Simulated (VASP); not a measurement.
# BeS (F-43m) in VASP: further runs, part 2 of 2

VASP 6.6.1. The steps go on from the part before.

## Step 4: Electric field gradients, PBEsol

Input file INCAR:

```
SYSTEM = BeS
PREC     = Accurate       ! precision mode
ENCUT    = 520            ! plane-wave cutoff, eV
EDIFF    = 1E-8           ! SCF threshold, eV
ISMEAR   = 1              ! smearing method
SIGMA    = 0.005          ! smearing width, eV
LREAL    = .FALSE.        ! projectors in reciprocal space
LASPH    = .TRUE.         ! aspherical terms in the spheres
NELM     = 80             ! most SCF steps
ALGO     = Normal         ! electronic algorithm
ISIF     = 2              ! what is computed and relaxed
LWAVE    = .FALSE.        ! write WAVECAR
LCHARG   = .FALSE.        ! write CHGCAR
GGA      = PS             ! functional
LEFG     = .TRUE.       
NBANDS   = 11             ! bands
```

Input file KPOINTS:

```
Automatic mesh
0
G
  9 9 9
  0 0 0
```

Input file POSCAR:

```
BeS
1.0
    0.0000000000      2.4250000000      2.4250000000
    2.4250000000      0.0000000000      2.4250000000
    2.4250000000      2.4250000000      0.0000000000
Be S
1 1
Direct
    0.0000000000      0.0000000000      0.0000000000
    0.7500000000      0.7500000000      0.7500000000
```

Potentials or basis: VASP PAW PBE potentials, release 64 (Be, S).

On the command line:

```
cat potpaw_PBE.64/Be/POTCAR potpaw_PBE.64/S/POTCAR > POTCAR
mpirun -np 1 vasp_std > vasp.out
```

OUTCAR:

```text
SYSTEM = BeS
   PREC = Accurate
   ENCUT = 520
   EDIFF = 1E-8
   ISMEAR = 1
   LREAL = .FALSE.
   LASPH = .TRUE.
   NELM = 80
   ISIF = 2
   GGA = PS

 ion  position               nearest neighbor table
   1  0.000  0.000  0.000-   2 2.10   2 2.10   2 2.10   2 2.10
   2  0.750  0.750  0.750-   1 2.10   1 2.10   1 2.10   1 2.10

  LATTYP: Found a face centered cubic cell.
 ALAT       =     4.8500000000

  Lattice vectors:

 A1 = (   0.0000000000,   2.4250000000,   2.4250000000)
 A2 = (   2.4250000000,   0.0000000000,   2.4250000000)
 A3 = (   2.4250000000,   2.4250000000,   0.0000000000)

Analysis of symmetry for initial positions (statically):
=====================================================================
 Subroutine PRICEL returns:
 Original cell was already a primitive cell.

 Routine SETGRP: Setting up the symmetry group for a
 face centered cubic supercell.

 Subroutine GETGRP returns: Found 24 space group operations
[... 524 lines left out ...]
  volume of cell :       28.52
      direct lattice vectors                 reciprocal lattice vectors
     0.000000000  2.425000000  2.425000000    -0.206185567  0.206185567  0.206185567
     2.425000000  0.000000000  2.425000000     0.206185567 -0.206185567  0.206185567
     2.425000000  2.425000000  0.000000000     0.206185567  0.206185567 -0.206185567

 POSITION                                       TOTAL-FORCE (eV/Angst)
 -----------------------------------------------------------------------------------
      0.00000      0.00000      0.00000        -0.000000     -0.000000     -0.000000
      3.63750      3.63750      3.63750         0.000000      0.000000      0.000000
 -----------------------------------------------------------------------------------
    total drift:                                0.000000      0.000000     -0.000000

  FREE ENERGIE OF THE ION-ELECTRON SYSTEM (eV)
  ---------------------------------------------------
  free  energy   TOTEN  =       -10.5640740589 eV

  energy  without entropy=      -10.5640740589  energy(sigma->0) =      -10.56407406

 Electric field gradients (V/A^2)
---------------------------------------------------------------------
 ion       V_xx      V_yy      V_zz      V_xy      V_xz      V_yz
---------------------------------------------------------------------
   1      -0.000     0.000     0.000    -0.000    -0.000    -0.000
   2       0.000     0.000     0.000     0.000     0.000     0.000
---------------------------------------------------------------------

 Electric field gradients after diagonalization (V/A^2)
 (convention: |V_zz| > |V_xx| > |V_yy|)
----------------------------------------------------------------------
 ion       V_xx      V_yy      V_zz     asymmetry (V_yy - V_xx)/ V_zz
----------------------------------------------------------------------
   1       0.000     0.000    -0.000       0.000
   2      -0.000    -0.000     0.001       0.000
----------------------------------------------------------------------

           NMR quadrupolar parameters

 Cq : quadrupolar parameter    Cq=e*Q*V_zz/h
 eta: asymmetry parameters     (V_yy - V_xx)/ V_zz
 Q  : nuclear electric quadrupole moment in mb (millibarn)
----------------------------------------------------------------------
 ion       Cq(MHz)       eta       Q (mb)
----------------------------------------------------------------------
   1      -0.000       0.000       1.000
   2       0.000       0.000       1.000
----------------------------------------------------------------------
```

OSZICAR:

```text
N       E                     dE             d eps       ncg     rms          rms(c)
DAV:   1     0.191335806721E+02    0.19134E+02   -0.37609E+03   770   0.617E+02
DAV:   2    -0.950112543265E+01   -0.28635E+02   -0.27371E+02   994   0.114E+02
DAV:   3    -0.107419707869E+02   -0.12408E+01   -0.12384E+01  1003   0.236E+01
DAV:   4    -0.107497942549E+02   -0.78235E-02   -0.78221E-02   932   0.218E+00
DAV:   5    -0.107498529802E+02   -0.58725E-04   -0.58725E-04  1017   0.185E-01    0.534E+00
DAV:   6    -0.106116393461E+02    0.13821E+00   -0.10990E-01   872   0.153E+00    0.353E+00
DAV:   7    -0.105637567925E+02    0.47883E-01   -0.10889E-01   931   0.164E+00    0.803E-01
DAV:   8    -0.105640195265E+02   -0.26273E-03   -0.55470E-03   999   0.397E-01    0.138E-01
DAV:   9    -0.105640615651E+02   -0.42039E-04   -0.32568E-04   932   0.117E-01    0.394E-02
DAV:  10    -0.105640710107E+02   -0.94455E-05   -0.36723E-05  1043   0.298E-02    0.108E-02
DAV:  11    -0.105640738592E+02   -0.28485E-05   -0.80339E-06   889   0.154E-02    0.622E-03
DAV:  12    -0.105640740075E+02   -0.14836E-06   -0.20535E-07   983   0.323E-03    0.201E-03
DAV:  13    -0.105640740981E+02   -0.90575E-07   -0.53568E-08   878   0.111E-03    0.214E-03
DAV:  14    -0.105640740622E+02    0.35860E-07   -0.47328E-09   507   0.351E-04    0.407E-04
DAV:  15    -0.105640740589E+02    0.33505E-08   -0.45687E-10   421   0.141E-04
   1 F= -.10564074E+02 E0= -.10564074E+02  d E =0.252898-124
```

Wall time 9 s (1 thread of AMD EPYC 9R45 (Zen 5), shared host); peak memory 0.12 GiB.

Results:

* Free energy: -10.5641 eV
* Pressure: -0.6 GPa
* Band gap on the k mesh: 3.03 eV, indirect (least direct gap 5.61 eV)

Levels at points of the mesh, in eV from the valence-band top:
```
           k point  band 2  band 3  band 4  band 5  band 6  band 7
(0.00, 0.00, 0.00)    0.00    0.00    0.00    5.61    5.61    5.61
```

Caveat: without QUAD_EFG the Cq values of the log hold for a quadrupole moment of 1 mb, not for the nuclei; the PAW data sets were made with another functional, which shifts forces and pressure a little. A k mesh can miss the band edges.

## Step 5: Electric field gradients, r2SCAN

POSCAR is that of step 4.

Input file INCAR.step1:

```
SYSTEM = BeS
  ALGO = Normal
  EDIFF = 1E-4
  ENCUT = 520
  GGA = PE
  ISMEAR = -1
  LASPH = .TRUE.
  LCHARG = .FALSE.
  LREAL = .FALSE.
  LWAVE = .TRUE.
  NBANDS = 11
  NELM = 60
  PREC = Accurate
  SIGMA = 0.02
```

Input file INCAR.step2:

```
SYSTEM = BeS
  ALGO = Normal
  EDIFF = 1E-8
  ENCUT = 520
  ISIF = 2
  ISMEAR = -1
  ISTART = 1
  LASPH = .TRUE.
  LCHARG = .FALSE.
  LEFG = .TRUE.
  LMIXTAU = .TRUE.
  LREAL = .FALSE.
  LWAVE = .FALSE.
  METAGGA = R2SCAN
  NBANDS = 11
  NELM = 60
  PREC = Accurate
  SIGMA = 0.02
```

Input file KPOINTS:

```
k-points
0
G
  9 9 9
  0 0 0
```

Potentials or basis: VASP PAW PBE potentials, release 64 (Be, S).

On the command line:

```
cat potpaw_PBE.64/Be/POTCAR potpaw_PBE.64/S/POTCAR > POTCAR
cp INCAR.step1 INCAR
mpirun -np 1 vasp_std > vasp.out
cp INCAR.step2 INCAR
mpirun -np 1 vasp_std > vasp.out
```

OUTCAR:

```text
SYSTEM = BeS
   EDIFF = 1E-8
   ENCUT = 520
   ISIF = 2
   ISMEAR = -1
   ISTART = 1
   LASPH = .TRUE.
   LREAL = .FALSE.
   METAGGA = R2SCAN
   NELM = 60
   PREC = Accurate

 ion  position               nearest neighbor table
   1  0.000  0.000  0.000-   2 2.10   2 2.10   2 2.10   2 2.10
   2  0.750  0.750  0.750-   1 2.10   1 2.10   1 2.10   1 2.10

  LATTYP: Found a face centered cubic cell.
 ALAT       =     4.8500000000

  Lattice vectors:

 A1 = (   0.0000000000,   2.4250000000,   2.4250000000)
 A2 = (   2.4250000000,   0.0000000000,   2.4250000000)
[... 549 lines left out ...]
  free  energy   TOTEN  =       -14.7848378599 eV

  energy  without entropy=      -14.7848378599  energy(sigma->0) =      -14.78483786

 Electric field gradients (V/A^2)
---------------------------------------------------------------------
 ion       V_xx      V_yy      V_zz      V_xy      V_xz      V_yz
---------------------------------------------------------------------
   1       0.000     0.000     0.000    -0.000    -0.000    -0.000
   2      -0.000    -0.000    -0.000     0.000     0.000     0.000
---------------------------------------------------------------------

 Electric field gradients after diagonalization (V/A^2)
 (convention: |V_zz| > |V_xx| > |V_yy|)
----------------------------------------------------------------------
 ion       V_xx      V_yy      V_zz     asymmetry (V_yy - V_xx)/ V_zz
----------------------------------------------------------------------
   1       0.000     0.000    -0.000       0.000
   2      -0.000    -0.000     0.001       0.000
----------------------------------------------------------------------

           NMR quadrupolar parameters

 Cq : quadrupolar parameter    Cq=e*Q*V_zz/h
 eta: asymmetry parameters     (V_yy - V_xx)/ V_zz
 Q  : nuclear electric quadrupole moment in mb (millibarn)
----------------------------------------------------------------------
 ion       Cq(MHz)       eta       Q (mb)
----------------------------------------------------------------------
   1      -0.000       0.000       1.000
   2       0.000       0.000       1.000
----------------------------------------------------------------------
```

OUTCAR.step1:

```text
SYSTEM = BeS
   EDIFF = 1E-4
   ENCUT = 520
   GGA = PE
   ISMEAR = -1
   LASPH = .TRUE.
   LREAL = .FALSE.
[... 556 lines left out ...]
      0.00000      0.00000      0.00000        -0.000000     -0.000000     -0.000000
      3.63750      3.63750      3.63750         0.000000      0.000000      0.000000
 -----------------------------------------------------------------------------------
    total drift:                                0.000000      0.000000      0.000000

  FREE ENERGIE OF THE ION-ELECTRON SYSTEM (eV)
  ---------------------------------------------------
  free  energy   TOTEN  =       -10.0110912593 eV

  energy  without entropy=      -10.0110912593  energy(sigma->0) =      -10.01109126
```

Run time: 47 s. Hardware: 1 thread of AMD EPYC 9R45 (Zen 5), shared host; peak memory 0.13 GiB.

What came out:

```
Free energy            : -14.7848 eV
Pressure               : 1.4 GPa
Band gap on the k mesh : 3.67 eV, indirect (least direct gap 6.26 eV)
```

Levels at points of the mesh, in eV from the valence-band top:
| k point | band 2 | band 3 | band 4 | band 5 | band 6 | band 7 |
| --- | --- | --- | --- | --- | --- | --- |
| (0.00, 0.00, 0.00) | 0.00 | 0.00 | 0.00 | 6.26 | 6.26 | 6.26 |

Caveat: without QUAD_EFG the Cq values of the log hold for a quadrupole moment of 1 mb, not for the nuclei; the PAW data sets were made with another functional, which shifts forces and pressure a little.

## Step 6: The runs side by side

| level | potentials or basis | smearing | gap on the mesh (eV) | pressure (GPa) |
| --- | --- | --- | --- | --- |
| LDA | VASP PAW LDA potentials, release 64 (Be, S) | fermi-dirac 0.02 eV | 3.00 | -3.2 |
| PBEsol | VASP PAW PBE potentials, release 64 (Be, S) | fermi-dirac 0.02 eV | 3.03 | -0.6 |
| PBEsol | VASP PAW PBE potentials, release 64 (Be, S) | methfessel-paxton 0.005 eV | 3.03 | -0.6 |
| r2SCAN | VASP PAW PBE potentials, release 64 (Be, S) | fermi-dirac 0.02 eV | 3.67 | 1.4 |

Alike in all rows: task electric field gradients; no spin polarisation; cell as given; k mesh 9 × 9 × 9; cutoff (eV) 520.

Caveats: the PAW data sets were made with another functional, which shifts forces and pressure a little (some runs).

Absolute energies hang on the potentials; compare differences alone.
